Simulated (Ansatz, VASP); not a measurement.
# AlN in VASP and in Ansatz

```
Al N
1.0
     0.00000    1.97800    2.03734
     1.97800    0.00000    2.03734
     1.97800    1.97800    0.00000
Al N
1 1
Direct
  0.00000 0.00000 0.00000
  0.50000 0.50000 0.50000
```

Change from the starting cell: zz strain of +3 %.

Alike in both runs: task single point; functional LDA; k mesh 10 × 10 × 10; occupations fermi-dirac, width 0.02 eV; no spin polarisation.

|  | VASP | Ansatz |
| --- | --- | --- |
| version | VASP 6.6.1 | Ansatz 0.2.0 |
| potentials or method | VASP PAW LDA potentials, release 64 (Al, N), cutoff 520 eV | all-electron LAPW, scalar-relativistic |

```csv
,VASP,Ansatz,Ansatz less VASP
gap on the k mesh at the Fermi level (eV),4.59,4.58,-0.006
pressure (GPa),4.5,3.9,-0.64
"traceless stress, the component that is largest in VASP (GPa)",-6.41,-6.26,+0.146
```

LDA's correlation is that of Perdew and Zunger in VASP and of Perdew and Wang (1992) in Ansatz. Ansatz ran all-electron here, and VASP with PAW potentials.
